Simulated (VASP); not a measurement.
A run of VASP 6.6.1 is set up as follows.

Contents of POSCAR:

```
Au
1.0
   -1.6572690000      1.6572690000      1.6572690000
    1.6572690000     -1.6572690000      1.6572690000
    1.6572690000      1.6572690000     -1.6572690000
Au
1
Direct
    0.0000000000      0.0000000000      0.0000000000
```

INCAR.step1

```
PREC = Accurate ; ENCUT = 600
ISMEAR = -1 ; SIGMA = 0.05
LREAL = False ; LASPH = True
NELM = 80 ; GGA = PE
ALGO = Normal ; EDIFF = 1E-4
LWAVE = True ; LCHARG = False
```

INCAR.step2

```
PREC = Accurate ; ENCUT = 600
EDIFF = 1E-7 ; ISMEAR = -1
SIGMA = 0.05 ; LREAL = False
LASPH = True ; NELM = 80
ALGO = Normal ; ISIF = 3
LWAVE = False ; LCHARG = False
METAGGA = R2SCAN ; LMIXTAU = True
IBRION = 2 ; NSW = 60
EDIFFG = -0.01 ; PSTRESS = 50.0
ISTART = 1
```

The input KPOINTS:

```
Automatic mesh
0
Gamma
  11 11 11
```

Potentials or basis: VASP PAW PBE potentials, release 64 (Au).

Command:

```sh
$ cat potpaw_PBE.64/Au/POTCAR > POTCAR
$ cp INCAR.step1 INCAR
$ mpirun -np 1 vasp_std > vasp.out
$ cp INCAR.step2 INCAR
$ mpirun -np 1 vasp_std > vasp.out
```

(1) Predict the relaxed cell.

(2) Estimate the relaxed volume.

Results:

(1) a = 2.815 Å, b = 2.815 Å, c = 2.815 Å, α = 109.47°, β = 109.47°, γ = 109.47°.

(2) 17.17 Å³/atom.

Caveat: the cell is relaxed towards a set pressure, so the enthalpy falls and the energy may rise; the PAW data sets were made with another functional, which shifts forces and pressure a little.
